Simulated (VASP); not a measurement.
A run of VASP 6.6.1 is set up as follows.

The input INCAR:

```
SYSTEM = W
ALGO = Fast
EDIFF = 1E-7
ENCUT = 520
ISIF = 2
ISMEAR = 0
LASPH = .True.
LCHARG = .False.
LREAL = .False.
LWAVE = .False.
NBANDS = 36
NELM = 60
PREC = Accurate
SIGMA = 0.15
```

Contents of KPOINTS:

```
k-points
0
Gamma
  18 18 5
  0 0 0
```

File POSCAR:

```
W
1.0
   -1.5973000000      1.5973000000     -1.5973000000
   -1.5973000000     -1.5973000000      1.5973000000
    0.0000000000      6.9195300859      6.9195300859
W
4
Direct
    0.0000000000      0.0000000000      0.8079378123
    0.5000000000      0.5000000000      0.1154196875
    0.0000000000      0.0000000000      0.3462590624
    0.5000000000      0.5000000000      0.5770984374
```

Potentials or basis: VASP PAW LDA potentials, release 64 (W_sv).

Run with:

```bash
$ cat potpaw_LDA.64/W_sv/POTCAR > POTCAR
$ mpirun -np 1 vasp_std > vasp.out
```

(1) Predict the pressure.

(2) What does it give for the largest force?

(3) Estimate the band gap on the k mesh.

## Answers

(1) -24.0 GPa.

(2) 1.128 eV/Å.

(3) zero (bands 28 and 29 overlap by 2.09 eV).

Caveat: the cell differs from its parent crystal (the distance across one plane changed); the cell stands under tension; spin-orbit coupling is left out, which moves the levels of the heavy elements; forces of over 1 eV/Å act on the atoms, so gaps and moduli don't describe the material at rest.
